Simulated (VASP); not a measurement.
Runs of VASP 6.6.1 on NaCl. The structure is that of space group Fm-3m (No. 225), or close to it. The cells are those of the table. 

```csv
task,cell,k mesh for the DOS,occupations for the DOS,gap on the mesh (eV),pressure (GPa)
single point,"a = 4.066 Å, angles 60.0°, 2 atoms",-,-,4.89,-0.7
single point,"a = 3.944 Å, angles 60.0°, 2 atoms",-,-,5.24,(b)
single point,"a = 4.026 Å, angles 60.0°, 2 atoms",-,-,5.00,(a)
single point,"a = 4.156 Å, angles 60.0°, 2 atoms",-,-,4.67,-1.8
```

Alike in all rows: level PBE; potentials or basis VASP PAW PBE potentials, release 64 (Na_pv, Cl); no spin polarisation; k mesh 8 × 8 × 8; cutoff (eV) 520; smearing gaussian 0.02 eV.

**Question.** Fill in the values left out.

**Answer.** (a) 0.0; (b) 1.7.

A k mesh can miss the band edges.
